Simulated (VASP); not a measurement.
# MnHg (Pm-3m) in VASP: a series of runs

The runs below take MnHg through single point, with r2SCAN.

Program: VASP 6.6.1. These are calculated values, not measurements. Logs are shortened: lines on timing, memory, paths and dates and some standing lists are left out, and cuts for length are marked.

## (1) The cell of the first run

It takes space group Pm-3m (No. 221, cubic). Conventional cell: a = 3.262 Å, b = 3.262 Å, c = 3.262 Å, α = 90.00°, β = 90.00°, γ = 90.00°. Within 3.7 Å of Mn (site symmetry m-3m) lie 8 Hg at 2.83 Å and 6 Mn at 3.26 Å. Within 3.7 Å of Hg (site symmetry m-3m) lie 8 Mn at 2.83 Å and 6 Hg at 3.26 Å.

## (2) Single point, r2SCAN, collinear spin, ferromagnetic start (17.36 Å³/atom)

Contents of POSCAR:

```
MnHg
1.0
    3.2620628002      0.0000000000      0.0000000000
    0.0000000000      3.2620628002      0.0000000000
    0.0000000000      0.0000000000      3.2620628002
Mn Hg
1 1
Direct
    0.5000000000      0.5000000000      0.5000000000
    0.0000000000      0.0000000000      0.0000000000
```

Contents of INCAR.step1:

```
SYSTEM = MnHg
ALGO = Normal ; EDIFF = 1E-4
ENCUT = 520 ; GGA = PE
ISMEAR = 0 ; ISPIN = 2
LASPH = .True. ; LCHARG = .False.
LMAXMIX = 4 ; LREAL = .False.
LWAVE = .True. ; MAGMOM = 4.64 0
NBANDS = 24 ; NELM = 150
PREC = Accurate ; SIGMA = 0.1
```

Contents of INCAR.step2:

```
SYSTEM = MnHg
ALGO = Normal ; EDIFF = 1E-6
ENCUT = 520 ; ISIF = 2
ISMEAR = 0 ; ISPIN = 2
ISTART = 1 ; LASPH = .True.
LCHARG = .True. ; LELF = .True.
LMAXMIX = 4 ; LMIXTAU = .True.
LORBIT = 11 ; LREAL = .False.
LVHAR = .True. ; LWAVE = .False.
MAGMOM = 4.64 0 ; METAGGA = R2SCAN
NBANDS = 24 ; NELM = 150
PREC = Accurate ; SIGMA = 0.1
```

Contents of KPOINTS:

```
k-points
0
Gamma
  12 12 12
  0 0 0
```

Potentials or basis: VASP PAW PBE potentials, release 64 (Mn_pv, Hg).

On the command line:

```
$ cat potpaw_PBE.64/Mn_pv/POTCAR potpaw_PBE.64/Hg/POTCAR > POTCAR
$ cp INCAR.step1 INCAR
$ mpirun -np 1 vasp_std > vasp.out
$ cp INCAR.step2 INCAR
$ mpirun -np 1 vasp_std > vasp.out
```

OUTCAR:

```text
SYSTEM = MnHg
   EDIFF = 1E-6
   ENCUT = 520
   ISIF = 2
   ISMEAR = 0
   ISPIN = 2
   ISTART = 1
   LASPH = .True.
   LORBIT = 11
   LREAL = .False.
   METAGGA = R2SCAN
   NELM = 150
   PREC = Accurate

 ion  position               nearest neighbor table
   1  0.500  0.500  0.500-   2 2.83   2 2.83   2 2.83   2 2.83   2 2.83   2 2.83   2 2.83   2 2.83

   2  0.000  0.000  0.000-   1 2.83   1 2.83   1 2.83   1 2.83   1 2.83   1 2.83   1 2.83   1 2.83

  LATTYP: Found a simple cubic cell.
 ALAT       =     3.2620628002

  Lattice vectors:

 A1 = (   3.2620628002,   0.0000000000,   0.0000000000)
 A2 = (   0.0000000000,   3.2620628002,   0.0000000000)
 A3 = (   0.0000000000,   0.0000000000,   3.2620628002)

Analysis of symmetry for initial positions (statically):
=====================================================================
 Subroutine PRICEL returns:
 Original cell was already a primitive cell.

 Routine SETGRP: Setting up the symmetry group for a
 simple cubic supercell.

 Subroutine GETGRP returns: Found 48 space group operations
 (whereof 48 operations were pure point group operations)
 out of a pool of 48 trial point group operations.

The static configuration has the point symmetry O_h .

Analysis of symmetry for dynamics (positions and initial velocities):
=====================================================================
 Subroutine PRICEL returns:
 Original cell was already a primitive cell.

 Routine SETGRP: Setting up the symmetry group for a
 simple cubic supercell.

 Subroutine GETGRP returns: Found 48 space group operations
 (whereof 48 operations were pure point group operations)
 out of a pool of 48 trial point group operations.

The dynamic configuration has the point symmetry O_h .

Analysis of structural, dynamic, and magnetic symmetry:
=====================================================================
 Subroutine PRICEL returns:
 Original cell was already a primitive cell.

 Routine SETGRP: Setting up the symmetry group for a
 simple cubic supercell.

 Subroutine GETGRP returns: Found 48 space group operations
 (whereof 48 operations were pure point group operations)
 out of a pool of 48 trial point group operations.

The overall configuration has the point symmetry O_h .

 Subroutine INISYM returns: Found 48 space group operations
 (whereof 48 operations are pure point group operations),
 and found     1 'primitive' translations

----------------------------------------------------------------------------------------

                                     Primitive cell

  volume of cell :      34.7118

  direct lattice vectors                    reciprocal lattice vectors
     3.262062800  0.000000000  0.000000000     0.306554491  0.000000000  0.000000000
     0.000000000  3.262062800  0.000000000     0.000000000  0.306554491  0.000000000
     0.000000000  0.000000000  3.262062800     0.000000000  0.000000000  0.306554491

  length of vectors
     3.262062800  3.262062800  3.262062800     0.306554491  0.306554491  0.306554491

  position of ions in fractional coordinates (direct lattice)
     0.500000000  0.500000000  0.500000000
     0.000000000  0.000000000  0.000000000

  ion indices of the primitive-cell ions
   primitive index   ion index
                 1           1
                 2           2

----------------------------------------------------------------------------------------

 KPOINTS: k-points

Automatic generation of k-mesh.
 Grid dimensions read from file:
 generate k-points for:   12   12   12

 Generating k-lattice:

  Cartesian coordinates                     Fractional coordinates (reciprocal lattice)
     0.025546208  0.000000000  0.000000000     0.083333333  0.000000000  0.000000000
     0.000000000  0.025546208  0.000000000     0.000000000  0.083333333  0.000000000
     0.000000000  0.000000000  0.025546208     0.000000000  0.000000000  0.083333333

  Length of vectors
     0.025546208  0.025546208  0.025546208

  Shift w.r.t. Gamma in fractional coordinates (k-lattice)
     0.000000000  0.000000000  0.000000000

 Subroutine IBZKPT returns following result:
 ===========================================

 Found     84 irreducible k-points:

 Following reciprocal coordinates:
            Coordinates               Weight
  0.000000  0.000000  0.000000      1.000000
  0.083333  0.000000  0.000000      6.000000
  0.166667  0.000000  0.000000      6.000000
  0.250000  0.000000  0.000000      6.000000
  0.333333  0.000000  0.000000      6.000000
  0.416667  0.000000  0.000000      6.000000
[... 16 lines left out ...]
  0.333333  0.333333  0.000000     12.000000
  0.416667  0.333333  0.000000     24.000000
 [... further k-points ...]
   k-points           NKPTS =     84   k-points in BZ     NKDIM =     84   number of bands    NBANDS=     24
   number of dos      NEDOS =    301   number of ions     NIONS =      2
   total plane-waves  NPLWV =  13824
   dimension x,y,z NGX =    24 NGY =   24 NGZ =   24
   dimension x,y,z NGXF=    48 NGYF=   48 NGZF=   48
   ions per type =               1   1
   NGX,Y,Z   is equivalent  to a cutoff of  12.23, 12.23, 12.23 a.u.
   NGXF,Y,Z  is equivalent  to a cutoff of  24.46, 24.46, 24.46 a.u.
 SYSTEM =  MnHg
   PREC   = accura    normal or accurate (medium, high low for compatibility)
   ISTART =      1    job   : 0-new  1-cont  2-samecut
   ICHARG =      0    charge: 1-file 2-atom 10-const
   ISPIN  =      2    spin polarized calculation?
   LNONCOLLINEAR =      F non collinear calculations
   LSORBIT =      F    spin-orbit coupling
   LASPH  =      T    aspherical Exc in radial PAW
   ENCUT  =  520.0 eV  38.22 Ry    6.18 a.u.   6.07  6.07  6.07*2*pi/ulx,y,z
   NELM   =    150;   NELMIN=  2; NELMDL=  0     # of ELM steps
   EDIFF  = 0.1E-05   stopping-criterion for ELM
   LREAL  =      F    real-space projection
[... 7 lines left out ...]
   TEBEG  =    0.0;   TEEND  =   0.0 temperature during run
   PSTRESS=    0.0 pullay stress
   NELECT =      25.0000    total number of electrons
   NUPDOWN=      -1.0000    fix difference up-down
   EMIN   =  10.00;   EMAX   =-10.00  energy-range for DOS
   EFERMI =   0.00;   METHOD = LEGACY
   ISMEAR =     0;   SIGMA  =   0.10  broadening in eV -4-tet -1-fermi 0-gaus
   EFERMI_NEDOS =   21; number of points for ismear=-14 and -15
   IALGO  =     38    algorithm
   IMIX   =      4    mixing-type and parameters
     AMIX     =   0.40;   BMIX     =  1.00
     AMIX_MAG =   1.60;   BMIX_MAG =  1.00
  volume/ion in A,a.u.               =      17.36       117.12
  Fermi-wavevector in a.u.,A,eV,Ry     =   1.467447  2.773073 29.298808  2.153402
  Thomas-Fermi vector in A             =   2.583064
   LORBIT       =     11    0 simple, 1 ext, 2 COOP (PROOUT), +10 PAW based schemes
   METAGGA = R2SCAN    functional components
   LHFCALC =     F    Hartree Fock is set to
   AEXX    =    0.0000 exact exchange contribution
   IVDW    =     0    specifies the selected vdW correction
   LEPSILON=     F    determine dielectric tensor
   LRPA    =     F    only Hartree local field effects (RPA)
 spin polarized calculation
 Gauss-broadening in eV      SIGMA  =   0.10
  energy-cutoff  :      520.00
  volume of cell :       34.71
 maximum number of plane-waves:       968
   NGX = 13   NGY = 13   NGZ = 13

 number of electron      25.0000012 magnetization       4.1036572

 Free energy of the ion-electron system (eV)
  ---------------------------------------------------
  ext. energy  EPLUGINS =         0.00000000
  ---------------------------------------------------
  free energy    TOTEN  =       -63.99659343 eV

  energy without entropy =      -63.99137395  energy(sigma->0) =      -63.99398369

 E-fermi :   6.1912     XC(G=0): -12.9385

 val. band max:        6.1734325849   @ k =   0.4167   0.4167   0.4167
 cond. band min:       6.1976975650   @ k =   0.3333   0.2500   0.0833
 fundamental gap:      0.0242649801
 Fermi energy:         6.1912052955

 spin component 1

 k-point     1 :       0.0000    0.0000    0.0000
  band No.  band energies     occupation
      1     -46.8307      1.00000
      2     -46.8307      1.00000
      3     -46.8307      1.00000
      4      -4.4707      1.00000
      5      -2.9535      1.00000
      6      -2.9535      1.00000
[... 16 lines left out ...]
     23      23.9966      0.00000
     24      28.5728      0.00000

 k-point     2 :       0.0833    0.0000    0.0000
  band No.  band energies     occupation
      1     -46.8320      1.00000
      2     -46.8306      1.00000
      3     -46.8306      1.00000
      4      -4.3528      1.00000
      5      -2.9307      1.00000
      6      -2.8954      1.00000
[... 16 lines left out ...]
     23      23.9892      0.00000
     24      26.8382      0.00000
[... 565 lines left out ...]
     23      24.8503      0.00000
     24      25.8116      0.00000

 k-point    24 :       0.4167    0.3333    0.0000
  band No.  band energies     occupation
      1     -46.8478      1.00000
      2     -46.8439      1.00000
      3     -46.8283      1.00000
      4      -2.9415      1.00000
      5      -2.7187      1.00000
      6      -2.1097      1.00000
[... 16 lines left out ...]
     23      25.1134      0.00000
     24      26.4807      0.00000

 [... further k-points ...]

 spin component 2

 k-point     1 :       0.0000    0.0000    0.0000
  band No.  band energies     occupation
      1     -41.2059      1.00000
      2     -41.2059      1.00000
      3     -41.2059      1.00000
      4      -4.4517      1.00000
      5      -2.9246      1.00000
      6      -2.9246      1.00000
[... 16 lines left out ...]
     23      24.0876      0.00000
     24      30.1910      0.00000

 k-point     2 :       0.0833    0.0000    0.0000
  band No.  band energies     occupation
      1     -41.2078      1.00000
      2     -41.2058      1.00000
      3     -41.2058      1.00000
      4      -4.3341      1.00000
      5      -2.9080      1.00000
      6      -2.8668      1.00000
[... 16 lines left out ...]
     23      24.1241      0.00000
     24      28.0016      0.00000
[... 565 lines left out ...]
     23      25.9412      0.00000
     24      26.4028      0.00000

 k-point    24 :       0.4167    0.3333    0.0000
  band No.  band energies     occupation
      1     -41.2285      1.00000
      2     -41.2232      1.00000
      3     -41.2024      1.00000
      4      -2.8213      1.00000
      5      -2.7225      1.00000
      6      -1.9847      1.00000
[... 16 lines left out ...]
     23      26.0936      0.00000
     24      27.1937      0.00000

 [... further k-points ...]
[... 5 lines left out ...]
  --------------------------------------------------------------------------------------
  -------------------------------------------------------------------------------------
  Total        1.3877534      1.3877534      1.3877534     -0.0000000     -0.0000000      0.0000000
  in kB       64.0539511     64.0539511     64.0539511     -0.0000000     -0.0000000      0.0000000
  external PRESSURE =      64.0539511 kB  Pullay stress =       0.0000000 kB

 VOLUME and BASIS-vectors are now :
 -----------------------------------------------------------------------------
  energy-cutoff  :      520.00
  volume of cell :       34.71
      direct lattice vectors                 reciprocal lattice vectors
     3.262062800  0.000000000  0.000000000     0.306554491  0.000000000  0.000000000
     0.000000000  3.262062800  0.000000000     0.000000000  0.306554491  0.000000000
     0.000000000  0.000000000  3.262062800     0.000000000  0.000000000  0.306554491

 POSITION                                       TOTAL-FORCE (eV/Angst)
 -----------------------------------------------------------------------------------
      1.63103      1.63103      1.63103         0.000000      0.000000      0.000000
      0.00000      0.00000      0.00000         0.000000      0.000000      0.000000
 -----------------------------------------------------------------------------------
    total drift:                                0.000000      0.000000     -0.000000

  FREE ENERGIE OF THE ION-ELECTRON SYSTEM (eV)
  ---------------------------------------------------
  free  energy   TOTEN  =       -63.9965934259 eV

  energy  without entropy=      -63.9913739530  energy(sigma->0) =      -63.99398369

 total charge

# of ion       s       p       d       tot
------------------------------------------
    1        0.279   6.199   4.944  11.422
    2        0.840   0.590   9.242  10.673
--------------------------------------------------
tot          1.119   6.789  14.187  22.095

 magnetization (x)

# of ion       s       p       d       tot
------------------------------------------
    1        0.031   0.022   4.013   4.067
    2       -0.046  -0.084   0.058  -0.073
--------------------------------------------------
tot         -0.015  -0.062   4.070   3.994
```

Run time: 4.5 min. Hardware: 1 thread of Intel Xeon 8259CL, shared host; peak memory 0.24 GiB.

Results:

* Free energy: -63.9966 eV
* Pressure: 6.4 GPa
* Net moment: 4.10 μB per cell
* Site moments: Mn +4.07; Hg -0.07 μB
* Valence electrons inside the program's atomic spheres: Mn 11.42; Hg 10.67

Caveat: the cell stands under pressure; the PAW data sets were made with another functional, which shifts forces and pressure a little; spin-orbit coupling is left out, which moves the levels of the heavy elements.

## (3) Single point, r2SCAN, collinear spin, ferromagnetic start (17.91 Å³/atom)

This run uses another cell than the first one, of 17.91 Å³/atom.

Contents of POSCAR:

```
MnHg
1.0
    3.2964028269      0.0000000000      0.0000000000
    0.0000000000      3.2964028269      0.0000000000
    0.0000000000      0.0000000000      3.2964028269
Mn Hg
1 1
Direct
    0.5000000000      0.5000000000      0.5000000000
    0.0000000000      0.0000000000      0.0000000000
```

Contents of INCAR.step1:

```
SYSTEM = MnHg
PREC = Accurate ; ENCUT = 520
ISMEAR = 0 ; SIGMA = 0.1
LREAL = .FALSE. ; LASPH = .TRUE.
NELM = 150 ; ISPIN = 2
MAGMOM = 4.64 0 ; LMAXMIX = 4
NBANDS = 24 ; GGA = PE
ALGO = Normal ; EDIFF = 1E-4
LWAVE = .TRUE. ; LCHARG = .FALSE.
```

Contents of INCAR.step2:

```
SYSTEM = MnHg
PREC = Accurate ; ENCUT = 520
EDIFF = 1E-6 ; ISMEAR = 0
SIGMA = 0.1 ; LREAL = .FALSE.
LASPH = .TRUE. ; NELM = 150
ALGO = Normal ; ISIF = 2
LWAVE = .FALSE. ; LCHARG = .TRUE.
ISPIN = 2 ; MAGMOM = 4.64 0
LORBIT = 11 ; LMAXMIX = 4
METAGGA = R2SCAN ; LMIXTAU = .TRUE.
LELF = .TRUE. ; LVHAR = .TRUE.
NBANDS = 24 ; ISTART = 1
```

Contents of KPOINTS:

```
regular mesh
0
G
  12 12 12
  0 0 0
```

Potentials or basis: VASP PAW PBE potentials, release 64 (Mn_pv, Hg).

On the command line:

```
$ cat potpaw_PBE.64/Mn_pv/POTCAR potpaw_PBE.64/Hg/POTCAR > POTCAR
$ cp INCAR.step1 INCAR
$ mpirun -np 1 vasp_std > vasp.out
$ cp INCAR.step2 INCAR
$ mpirun -np 1 vasp_std > vasp.out
```

Run time: 8.5 min. Hardware: 1 thread of Intel Xeon 8259CL, shared host; peak memory 0.27 GiB.

The run converged. Its results:

```yaml
Free_energy: -64.0295 eV
Pressure: 3.1 GPa
Net_moment: 4.15 μB per cell
Site_moments: Mn +4.11; Hg -0.07 μB
Valence_electrons_inside_the_program's_atomic_spheres: Mn 11.39; Hg 10.64
```

Levels at points of the mesh, in eV from the Fermi level:
Spin up:
```csv
k point,band 11,band 12,band 13,band 14,band 15,band 16,band 17,band 18,band 19,band 20
"(0.00, 0.00, 0.00)",-3.96,-3.09,-3.09,-3.09,4.90,4.90,4.90,8.96,11.26,11.26
"(0.50, 0.00, 0.00)",-4.35,-3.79,-3.79,-3.32,-2.52,10.25,10.25,10.95,11.49,11.49
"(0.50, 0.50, 0.00)",-3.12,-3.08,-3.08,-2.05,-2.05,0.10,2.75,12.15,12.15,12.42
"(0.50, 0.50, 0.50)",-4.68,-3.10,-3.10,0.40,3.85,3.85,3.85,4.53,4.80,4.80
```
Spin down:
| k point | band 8 | band 9 | band 10 | band 11 | band 12 | band 13 | band 14 | band 15 |
| --- | --- | --- | --- | --- | --- | --- | --- | --- |
| (0.00, 0.00, 0.00) | -7.64 | -7.64 | 0.77 | 0.77 | 2.00 | 2.00 | 2.00 | 5.22 |
| (0.50, 0.00, 0.00) | -7.54 | -5.55 | -4.98 | 0.37 | 0.74 | 0.74 | 1.80 | 2.67 |
| (0.50, 0.50, 0.00) | -7.05 | -3.89 | -1.94 | -1.94 | 0.91 | 1.79 | 1.79 | 2.54 |
| (0.50, 0.50, 0.50) | -7.02 | -1.75 | -1.75 | -1.75 | 0.16 | 2.58 | 2.58 | 5.81 |

Caveat: the cell stands under pressure; the PAW data sets were made with another functional, which shifts forces and pressure a little; spin-orbit coupling is left out, which moves the levels of the heavy elements.

(Part 1 of 2 ends here.)
